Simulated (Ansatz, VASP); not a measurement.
# One calculation of SbPb, two programs

Contents of INCAR:

```
PREC = Accurate
ENCUT = 520
EDIFF = 1E-6
ISMEAR = 0
SIGMA = 0.15
LREAL = False
LASPH = True
NELM = 80
ALGO = Fast
ISIF = 2
LWAVE = False
LCHARG = False
GGA = CA
NBANDS = 16
```

Contents of KPOINTS:

```
regular mesh
0
Gamma
  14 14 14
```

POSCAR

```
SbPb
1.0
    0.0000000000      3.1849559761      3.0193382653
    3.1849559761      0.0000000000      3.0193382653
    3.1849559761      3.1849559761      0.0000000000
Sb Pb
1 1
Direct
    0.5000000000      0.5000000000      0.5000000000
    0.0000000000      0.0000000000      0.0000000000
```

Input for Ansatz:

```yaml
crystal:
  lattice:
    - [0.0, 3.1849559761, 3.0193382653]
    - [3.1849559761, 0.0, 3.0193382653]
    - [3.1849559761, 3.1849559761, 0.0]
  atoms:
    - { symbol: Sb, position: [0.5, 0.5, 0.5] }
    - { symbol: Pb, position: [0.0, 0.0, 0.0] }
basis:
  ecutwfc: 420
kpoints:
  mp_grid: { grid: [14, 14, 14] }
hamiltonian:
  xc: lda
scf:
  occupations: { method: gaussian, width: 0.15 }
output:
  forces: true
  stress: true
  eigenvalues: true
  write_density: true
  write_potential: true
  elf: true
  volumetric_format: npy
```

Alike in both runs: task single point; functional LDA; k mesh 14 × 14 × 14; occupations gaussian, width 0.15 eV; no spin polarisation.

```csv
,VASP,Ansatz
version,VASP 6.6.1,Ansatz 0.2.0
potentials or method,"VASP PAW LDA potentials, release 64 (Sb, Pb_d), cutoff 520 eV","scalar-relativistic, plane waves, PAW"
valence electrons in the cell,19,29
```

|  | VASP | Ansatz | Ansatz less VASP |
| --- | --- | --- | --- |
| gap on the k mesh at the Fermi level (eV) | none | none | - |
| pressure (GPa) | -1.0 | -1.1 | -0.05 |
| traceless stress, the component that is largest in VASP (GPa) | 3.81 | 3.78 | -0.032 |

LDA's correlation is that of Perdew and Zunger in VASP and of Perdew and Wang (1992) in Ansatz. A gap of «none» marks a metal or a gap that the smearing closes. VASP's potentials hold 19 valence electrons a cell and Ansatz's 29, so a difference there can come from the potentials and not from the codes.

Neither program's run includes spin-orbit coupling.
